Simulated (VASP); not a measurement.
# MgO2 (R-3m) in VASP: further runs, part 2 of 2

VASP 6.6.1. Earlier steps stand in the parts before.

### 3 Single point, PBEsol (strain -0.050 along x and y, +0.050 along z)

Contents of INCAR:

```
SYSTEM = MgO2
PREC = Accurate ; ENCUT = 520
EDIFF = 1E-6 ; ISMEAR = 0
SIGMA = 0.05 ; LREAL = .False.
LASPH = .True. ; NELM = 60
ALGO = Normal ; ISIF = 2
LWAVE = .False. ; LCHARG = .False.
GGA = PS ; NBANDS = 14
```

Contents of KPOINTS:

```
Automatic mesh
0
Gamma
  12 12 12
  0 0 0
```

Contents of POSCAR:

```
MgO2
1.0
    1.5245229652      0.8801837444      3.6686778186
   -1.5245229652      0.8801837444      3.6686778186
    0.0000000000     -1.7603674887      3.6686778186
Mg O
1 2
Direct
    0.0000000000      0.0000000000      0.0000000000
    0.4287860000      0.4287860000      0.4287860000
    0.5712140000      0.5712140000      0.5712140000
```

Potentials or basis: VASP PAW PBE potentials, release 64 (Mg, O).

Started as:

```console
$ cat potpaw_PBE.64/Mg/POTCAR potpaw_PBE.64/O/POTCAR > POTCAR
$ mpirun -np 1 vasp_std > vasp.out
```

OUTCAR:

```text
SYSTEM = MgO2
   PREC = Accurate
   ENCUT = 520
   EDIFF = 1E-6
   ISMEAR = 0
   LREAL = .False.
   LASPH = .True.
   NELM = 60
   ISIF = 2
   GGA = PS

 ion  position               nearest neighbor table
   1  0.000  0.000  0.000-   3 2.05   3 2.05   2 2.05   2 2.05   3 2.05   2 2.05
   2  0.429  0.429  0.429-   3 1.57   1 2.05   1 2.05   1 2.05
   3  0.571  0.571  0.571-   2 1.57   1 2.05   1 2.05   1 2.05

  LATTYP: Found a trigonal (rhomboedric) cell.
 ALAT       =     4.0691633823
 COS(alpha) =     0.7192707392

  Lattice vectors:

 A1 = (   1.5245229652,   0.8801837444,   3.6686778186)
 A2 = (  -1.5245229652,   0.8801837444,   3.6686778186)
 A3 = (   0.0000000000,  -1.7603674887,   3.6686778186)

Analysis of symmetry for initial positions (statically):
=====================================================================
 Subroutine PRICEL returns:
 Original cell was already a primitive cell.

 Routine SETGRP: Setting up the symmetry group for a
 trigonal (rhombohedral) supercell.

 Subroutine GETGRP returns: Found 12 space group operations
 (whereof 12 operations were pure point group operations)
 out of a pool of 12 trial point group operations.

The static configuration has the point symmetry D_3d.

Analysis of symmetry for dynamics (positions and initial velocities):
=====================================================================
 Subroutine PRICEL returns:
 Original cell was already a primitive cell.

 Routine SETGRP: Setting up the symmetry group for a
 trigonal (rhombohedral) supercell.

 Subroutine GETGRP returns: Found 12 space group operations
 (whereof 12 operations were pure point group operations)
 out of a pool of 12 trial point group operations.

The dynamic configuration has the point symmetry D_3d.

 Subroutine INISYM returns: Found 12 space group operations
 (whereof 12 operations are pure point group operations),
 and found     1 'primitive' translations

----------------------------------------------------------------------------------------

                                     Primitive cell

  volume of cell :      29.5371

  direct lattice vectors                    reciprocal lattice vectors
     1.524522965  0.880183744  3.668677819     0.327971445  0.189354402  0.090859255
    -1.524522965  0.880183744  3.668677819    -0.327971445  0.189354402  0.090859255
     0.000000000 -1.760367489  3.668677819     0.000000000 -0.378708804  0.090859255

  length of vectors
     4.069163382  4.069163382  4.069163382     0.389455726  0.389455726  0.389455726

  position of ions in fractional coordinates (direct lattice)
     0.000000000  0.000000000  0.000000000
     0.428786000  0.428786000  0.428786000
     0.571214000  0.571214000  0.571214000

  ion indices of the primitive-cell ions
   primitive index   ion index
                 1           1
                 2           2
                 3           3

----------------------------------------------------------------------------------------

 KPOINTS: Automatic mesh

Automatic generation of k-mesh.
[... 24 lines left out ...]
  0.083333 -0.000000 -0.000000      6.000000
  0.166667 -0.000000  0.000000      6.000000
  0.250000  0.000000 -0.000000      6.000000
  0.333333 -0.000000 -0.000000      6.000000
  0.416667  0.000000 -0.000000      6.000000
[... 16 lines left out ...]
  0.500000  0.166667 -0.000000     12.000000
 -0.416667  0.166667  0.000000     12.000000
 [... further k-points ...]
   k-points           NKPTS =    189   k-points in BZ     NKDIM =    189   number of bands    NBANDS=     14
   number of dos      NEDOS =    301   number of ions     NIONS =      3
   total plane-waves  NPLWV =  27000
   dimension x,y,z NGX =    30 NGY =   30 NGZ =   30
   dimension x,y,z NGXF=    60 NGYF=   60 NGZF=   60
   ions per type =               1   2
   NGX,Y,Z   is equivalent  to a cutoff of  12.26, 12.26, 12.26 a.u.
   NGXF,Y,Z  is equivalent  to a cutoff of  24.51, 24.51, 24.51 a.u.
 SYSTEM =  MgO2
   PREC   = accura    normal or accurate (medium, high low for compatibility)
   ISTART =      0    job   : 0-new  1-cont  2-samecut
   ICHARG =      2    charge: 1-file 2-atom 10-const
   ISPIN  =      1    spin polarized calculation?
   LNONCOLLINEAR =      F non collinear calculations
   LSORBIT =      F    spin-orbit coupling
   LASPH  =      T    aspherical Exc in radial PAW
   ENCUT  =  520.0 eV  38.22 Ry    6.18 a.u.   7.57  7.57  7.57*2*pi/ulx,y,z
   NELM   =     60;   NELMIN=  2; NELMDL= -5     # of ELM steps
   EDIFF  = 0.1E-05   stopping-criterion for ELM
   LREAL  =      F    real-space projection
   EDIFFG = 0.1E-04   stopping-criterion for IOM
   NSW    =      0    number of steps for IOM
   IBRION =     -1    ionic relax: 0-MD 1-quasi-New 2-CG
   NFREE  =      0    steps in history (QN), initial steepest desc. (CG)
   ISIF   =      2    stress and relaxation
   ISYM   =      2    0-nonsym 1-usesym 2-fastsym
   POTIM  = 0.5000    time-step for ionic-motion
   TEBEG  =    0.0;   TEEND  =   0.0 temperature during run
   PSTRESS=    0.0 pullay stress
   NELECT =      14.0000    total number of electrons
   NUPDOWN=      -1.0000    fix difference up-down
   EMIN   =  10.00;   EMAX   =-10.00  energy-range for DOS
   EFERMI =   0.00;   METHOD = LEGACY
   ISMEAR =     0;   SIGMA  =   0.05  broadening in eV -4-tet -1-fermi 0-gaus
   EFERMI_NEDOS =   21; number of points for ismear=-14 and -15
   IALGO  =     38    algorithm
   IMIX   =      4    mixing-type and parameters
     AMIX     =   0.40;   BMIX     =  1.00
     AMIX_MAG =   1.60;   BMIX_MAG =  1.00
  volume/ion in A,a.u.               =       9.85        66.44
  Fermi-wavevector in a.u.,A,eV,Ry     =   1.276424  2.412091 22.167387  1.629257
  Thomas-Fermi vector in A             =   2.409080
   LORBIT       =      0    0 simple, 1 ext, 2 COOP (PROOUT), +10 PAW based schemes
   GGA     = PS    functional components
   LHFCALC =     F    Hartree Fock is set to
   AEXX    =    0.0000 exact exchange contribution
   IVDW    =     0    specifies the selected vdW correction
   LEPSILON=     F    determine dielectric tensor
   LRPA    =     F    only Hartree local field effects (RPA)
 non-spin polarized calculation
 Gauss-broadening in eV      SIGMA  =   0.05
  energy-cutoff  :      520.00
  volume of cell :       29.54
 maximum number of plane-waves:       812
   NGX = 15   NGY = 15   NGZ = 15

 number of electron      13.9999998 magnetization

 Free energy of the ion-electron system (eV)
  ---------------------------------------------------
  ext. energy  EPLUGINS =         0.00000000
  ---------------------------------------------------
  free energy    TOTEN  =       -16.99383011 eV

  energy without entropy =      -16.99383011  energy(sigma->0) =      -16.99383011

 E-fermi :   2.8269     XC(G=0): -10.7622

 val. band max:        2.6235978869   @ k =   0.5000   0.5000   0.5000
 cond. band min:       3.6700971736   @ k =   0.5000   0.5000   0.5000
 fundamental gap:      1.0464992867
 Fermi energy:         2.8269144437

 k-point     1 :       0.0000    0.0000    0.0000
  band No.  band energies     occupation
      1     -17.9907      2.00000
      2     -12.3531      2.00000
      3      -4.9867      2.00000
      4      -0.0018      2.00000
      5      -0.0018      2.00000
      6       1.8972      2.00000
      7       1.8972      2.00000
      8       6.5162      0.00000
      9       8.2695      0.00000
     10      14.5222      0.00000
     11      16.0113      0.00000
     12      18.7484      0.00000
     13      18.7484      0.00000
     14      20.6676      0.00000
[... 377 lines left out ...]
      1     -17.2251      2.00000
      2     -12.5324      2.00000
      3      -3.8345      2.00000
      4      -2.8457      2.00000
      5      -0.9904      2.00000
      6       0.9920      2.00000
      7       1.1580      2.00000
      8       5.7070      0.00000
      9      12.9091      0.00000
     10      14.3098      0.00000
     11      15.7168      0.00000
     12      16.6065      0.00000
     13      17.2572      0.00000
     14      20.9701      0.00000

 [... further k-points ...]
[... 5 lines left out ...]
  --------------------------------------------------------------------------------------
  -------------------------------------------------------------------------------------
  Total        1.9480216      1.9480216     -5.1403609      0.0000000     -0.0000000      0.0000000
  in kB      105.6662319    105.6662319   -278.8277909      0.0000000     -0.0000000      0.0000000
  external PRESSURE =     -22.4984424 kB  Pullay stress =       0.0000000 kB

 VOLUME and BASIS-vectors are now :
 -----------------------------------------------------------------------------
  energy-cutoff  :      520.00
  volume of cell :       29.54
      direct lattice vectors                 reciprocal lattice vectors
     1.524522965  0.880183744  3.668677819     0.327971445  0.189354402  0.090859255
    -1.524522965  0.880183744  3.668677819    -0.327971445  0.189354402  0.090859255
     0.000000000 -1.760367489  3.668677819     0.000000000 -0.378708804  0.090859255

 POSITION                                       TOTAL-FORCE (eV/Angst)
 -----------------------------------------------------------------------------------
      0.00000      0.00000      0.00000         0.000000      0.000000      0.000000
      0.00000      0.00000      4.71923         0.000000      0.000000      1.701287
      0.00000      0.00000      6.28680         0.000000     -0.000000     -1.701287
 -----------------------------------------------------------------------------------
    total drift:                                0.000000     -0.000000      0.000000

  FREE ENERGIE OF THE ION-ELECTRON SYSTEM (eV)
  ---------------------------------------------------
  free  energy   TOTEN  =       -16.9938301051 eV

  energy  without entropy=      -16.9938301051  energy(sigma->0) =      -16.99383011
```

stdout:

```text
POSCAR found type information on POSCAR MgO
 POSCAR found :  2 types and       3 ions
 scaLAPACK will be used
 -----------------------------------------------------------------------------
|                                                                             |
|                                                                             |
|     You enforced a specific xc type in the INCAR file but a different       |
|     I HOPE YOU KNOW WHAT YOU ARE DOING!                                     |
|                                                                             |
 -----------------------------------------------------------------------------

 LDA part: xc-table for (Slater+PW92), standard interpolation
 POSCAR, INCAR and KPOINTS ok, starting setup
 FFT: planning ... GRIDC
 FFT: planning ... GRID_SOFT
 FFT: planning ... GRID
 WAVECAR not read
 entering main loop
```

It took 67 s on 1 thread of Intel Xeon 6975P-C (Granite Rapids), shared host; peak memory 0.21 GiB.

Results:

| Quantity | Value |
| --- | --- |
| Free energy | -16.9938 eV |
| Pressure | -2.2 GPa |
| Largest force | 1.701 eV/Å |
| Band gap on the k mesh | 1.05 eV, direct |

Forces in eV/Å, atoms in the order of the input:
```
Mg   0.000  0.000  0.000
O    0.000  0.000  1.701
O    0.000  0.000 -1.701
```

Levels at points of the mesh, in eV from the valence-band top:
```
           k point  band 4  band 5  band 6  band 7  band 8  band 9  band 10  band 11
(0.00, 0.00, 0.00)   -2.63   -2.63   -0.73   -0.73    3.89    5.65    11.90    13.39
(0.50, 0.00, 0.00)   -5.84   -3.10   -1.59   -1.19    3.10    9.48    11.74    13.15
(0.50, 0.50, 0.00)   -5.22   -3.67   -2.48   -0.30    2.38    8.97    12.15    12.68
(0.50, 0.50, 0.50)   -3.12   -3.12    0.00    0.00    1.05    6.14     9.61    15.98
```

Caveat: the cell differs from its parent crystal (strain -0.050 along x and y, +0.050 along z); the PAW data sets were made with another functional, which shifts forces and pressure a little.

### 4 Single point, PBEsol (strain +0.000 along x and y, -0.050 along z)

Contents of INCAR:

```
PREC     = Accurate       # precision mode
ENCUT    = 520            # plane-wave cutoff, eV
EDIFF    = 1E-7           # SCF threshold, eV
ISMEAR   = 0              # smearing method
SIGMA    = 0.05           # smearing width, eV
LREAL    = F              # projectors in reciprocal space
LASPH    = T              # aspherical terms in the spheres
NELM     = 100            # most SCF steps
ALGO     = Normal         # electronic algorithm
ISIF     = 2              # what is computed and relaxed
LWAVE    = F              # write WAVECAR
LCHARG   = F              # write CHGCAR
GGA      = PS             # functional
NBANDS   = 14             # bands
```

Contents of KPOINTS:

```
Automatic mesh
0
Gamma
  12 12 12
```

Contents of POSCAR:

```
MgO2
1.0
    1.6047610160      0.9265092046      3.3192799312
   -1.6047610160      0.9265092046      3.3192799312
    0.0000000000     -1.8530184092      3.3192799312
Mg O
1 2
Direct
    0.0000000000      0.0000000000      0.0000000000
    0.4287860000      0.4287860000      0.4287860000
    0.5712140000      0.5712140000      0.5712140000
```

Started as:

```console
$ cat potpaw_PBE.64/Mg/POTCAR potpaw_PBE.64/O/POTCAR > POTCAR
$ mpirun -np 1 vasp_std > vasp.out
```

It took 54 s on 1 thread of Intel Xeon 6975P-C (Granite Rapids), shared host; peak memory 0.21 GiB.

It converged, with:

```yaml
Free_energy: -17.1272 eV
Pressure: 5.6 GPa
Largest_force: 1.669 eV/Å
Band_gap_on_the_k_mesh: 3.13 eV, indirect (least direct gap 3.25 eV)
```

Forces in eV/Å, atoms in the order of the input:
```
Mg   0.000  0.000  0.000
O    0.000  0.000 -1.669
O    0.000  0.000  1.669
```

Stress tensor (GPa, compression positive):
```
-3.26  0.00  0.00
 0.00 -3.26  0.00
 0.00  0.00 23.47
```

Levels at points of the mesh, in eV from the valence-band top:
| k point | band 4 | band 5 | band 6 | band 7 | band 8 | band 9 | band 10 | band 11 |
| --- | --- | --- | --- | --- | --- | --- | --- | --- |
| (0.00, 0.00, 0.00) | -4.08 | -4.08 | -0.98 | -0.98 | 4.11 | 5.62 | 12.83 | 14.13 |
| (0.50, 0.00, 0.00) | -6.81 | -4.40 | -1.45 | -1.02 | 5.05 | 8.15 | 9.82 | 12.56 |
| (0.50, 0.50, 0.00) | -6.08 | -5.17 | -2.20 | -0.08 | 4.48 | 7.07 | 10.51 | 12.76 |
| (0.50, 0.50, 0.50) | -4.67 | -4.67 | 0.00 | 0.00 | 3.32 | 4.19 | 9.89 | 13.51 |

Caveat: the cell differs from its parent crystal (strain +0.000 along x and y, -0.050 along z); the PAW data sets were made with another functional, which shifts forces and pressure a little. A k mesh can miss the band edges.

### 5 The runs side by side

```csv
cell,gap on the mesh (eV),pressure (GPa),largest force (eV/Å)
"a = 3.856 Å, angles 47.9°, 3 atoms",2.68,5.9,0.29
"a = 4.069 Å, angles 44.0°, 3 atoms",1.05,-2.2,1.70
"a = 3.801 Å, angles 49.9°, 3 atoms",3.13,5.6,1.67
```

Alike in all rows: task single point; level PBEsol; potentials or basis VASP PAW PBE potentials, release 64 (Mg, O); no spin polarisation; k mesh 12 × 12 × 12; cutoff (eV) 520; smearing gaussian 0.05 eV.

Caveats: the PAW data sets were made with another functional, which shifts forces and pressure a little.

Total energies depend on the potentials used, so only differences within one code and one set of settings carry meaning.
